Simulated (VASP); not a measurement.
Set up this calculation in VASP 6.6.1, as the native input.

```
Task                   : single point
Functional             : PBE
Potentials or basis    : VASP PAW PBE potentials, release 64 (Nb_sv, P)
Cutoff                 : 520 eV
k mesh                 : 14 × 14 × 4
Occupations            : gaussian, width 0.15 eV
Spin                   : no spin polarisation
Dipole correction      : no
Further INCAR settings : ALGO = Normal; EDIFF = 1e-07; NBANDS = 46
```

The structure of NbP lies in POSCAR:

```
NbP
1.0
   -3.3470468442      0.0000000000      0.0000000000
    0.0000000000     -3.3470468442      0.0000000000
    0.0000000000      0.0000000000     11.4279644792
Nb P
4 4
Direct
    0.0000000000      0.0000000000      0.7500346827
    0.5000000000      0.5000000000      0.2500346827
    0.5000000000      0.0000000000      0.5000346827
    0.0000000000      0.5000000000      0.0000346827
    0.5000000000      0.5000000000      0.8325938923
    1.0000000000      0.0000000000      0.3325938923
    1.0000000000      0.5000000000      0.5825938923
    0.5000000000      0.0000000000      0.0825938923
```

These files were run (other wordings do the same):

INCAR

```
PREC = Accurate ; ENCUT = 520
EDIFF = 1E-7 ; ISMEAR = 0
SIGMA = 0.15 ; LREAL = F
LASPH = T ; NELM = 60
ALGO = Normal ; ISIF = 2
LWAVE = F ; LCHARG = T
GGA = PE ; LELF = T
LVHAR = T ; NBANDS = 46
```

KPOINTS

```
regular mesh
0
Gamma
  14 14 4
```

Potentials or basis: VASP PAW PBE potentials, release 64 (Nb_sv, P).

Run with:

```sh
$ cat potpaw_PBE.64/Nb_sv/POTCAR potpaw_PBE.64/P/POTCAR > POTCAR
$ mpirun -np 1 vasp_std > vasp.out
```

Results of the run:

* Pressure: -0.4 GPa
* Largest force: 0.003 eV/Å
* Band gap on the k mesh: zero (band 36 reaches 10.74 eV, above the bottom of band 37 at 10.61 eV)

Wall time 15 min on 1 thread of Intel(R) Xeon(R) Platinum 8259CL CPU @ 2.50GHz (Skylake/Cascade Lake), with other jobs on the host, peak memory 0.57 GiB.
